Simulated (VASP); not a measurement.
Set up this calculation in VASP 6.6.1, as the native input.

```yaml
Task: single point
Functional: PBE
Potentials_or_basis: VASP PAW PBE potentials, release 64 (Cd, F)
Cutoff: 520 eV
k_mesh: 8 × 8 × 8
Occupations: gaussian, width 0.02 eV
Spin: no spin polarisation
Dipole_correction: no
Further_INCAR_settings: ALGO = Normal; EDIFF = 1e-06; NBANDS = 20
```

The structure of CdF2 lies in POSCAR:

```
CdF2
1.0
    0.0000000000      2.7722656632      2.7722656632
    2.7722656632      0.0000000000      2.7722656632
    2.7722656632      2.7722656632      0.0000000000
Cd F
1 2
Direct
    0.0000000000      0.0000000000      0.0000000000
    0.2500000000      0.2500000000      0.2500000000
    0.7500000000      0.7500000000      0.7500000000
```

One way to write it, as run:

INCAR

```
ALGO = Normal
EDIFF = 1E-6
ENCUT = 520
GGA = PE
ISIF = 2
ISMEAR = 0
LASPH = True
LCHARG = False
LREAL = False
LWAVE = False
NBANDS = 20
NELM = 60
PREC = Accurate
SIGMA = 0.02
```

KPOINTS

```
k-points
0
Gamma
  8 8 8
```

Potentials or basis: VASP PAW PBE potentials, release 64 (Cd, F).

Run with:

```bash
$ cat potpaw_PBE.64/Cd/POTCAR potpaw_PBE.64/F/POTCAR > POTCAR
$ mpirun -np 1 vasp_std > vasp.out
```

Results of the run:

```json
{
 "Pressure": "-2.5 GPa",
 "Band gap on the k mesh": "2.77 eV, indirect (least direct gap 3.36 eV)"
}
```

Run time: 16 s on 1 thread of AMD EPYC 9R45 96-Core Processor (Zen 5) (shared host), peak memory 0.14 GiB.
